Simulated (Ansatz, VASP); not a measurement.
**HgTe in VASP and in Ansatz**

File INCAR:

```
SYSTEM = HgTe
PREC     = Accurate       ! precision mode
ENCUT    = 520            ! plane-wave cutoff, eV
EDIFF    = 1E-7           ! SCF threshold, eV
ISMEAR   = -1             ! smearing method
SIGMA    = 0.08           ! smearing width, eV
LREAL    = .FALSE.        ! projectors in reciprocal space
LASPH    = .TRUE.         ! aspherical terms in the spheres
NELM     = 80             ! most SCF steps
ALGO     = Normal         ! electronic algorithm
ISIF     = 2              ! what is computed and relaxed
LWAVE    = .FALSE.        ! write WAVECAR
LCHARG   = .FALSE.        ! write CHGCAR
GGA      = PE             ! functional
NBANDS   = 16             ! bands
```

File KPOINTS:

```
Automatic mesh
0
G
  10 10 10
  0 0 0
```

Contents of POSCAR:

```
HgTe
1.0
    0.0000000000      2.9215000000      2.9215000000
    2.9215000000      0.0000000000      2.9215000000
    2.9215000000      2.9215000000      0.0000000000
Hg Te
1 1
Direct
    0.0000000000      0.0000000000      0.0000000000
    0.5000000000      0.5000000000      0.5000000000
```

Input for Ansatz:

```yaml
crystal:
  lattice:
    - [0.0, 2.9215, 2.9215]
    - [2.9215, 0.0, 2.9215]
    - [2.9215, 2.9215, 0.0]
  atoms:
    - { symbol: Hg, position: [0.0, 0.0, 0.0] }
    - { symbol: Te, position: [0.5, 0.5, 0.5] }
kpoints:
  mp_grid: { grid: [10, 10, 10] }
scf:
  occupations: { method: fermi_dirac, width: 0.08 }
hamiltonian:
  xc: pbe
  pseudopotentials: { kind: all_electron, lapw: { basis_error: 0.01 } }
output:
  forces: true
  stress: true
  eigenvalues: true
```

Alike in both runs: task single point; functional PBE; k mesh 10 × 10 × 10; occupations fermi-dirac, width 0.08 eV; no spin polarisation.

|  | VASP | Ansatz |
| --- | --- | --- |
| version | VASP 6.6.1 | Ansatz 0.2.0 |
| potentials or method | VASP PAW PBE potentials, release 64 (Hg, Te), cutoff 520 eV | all-electron LAPW, scalar-relativistic |

Ansatz gave:

* pressure (GPa): 10.4

Q: Estimate VASP's values.

A: Pressure (GPa): 10.6.

Ansatz ran all-electron here, and VASP with PAW potentials.

Neither program's run includes spin-orbit coupling.
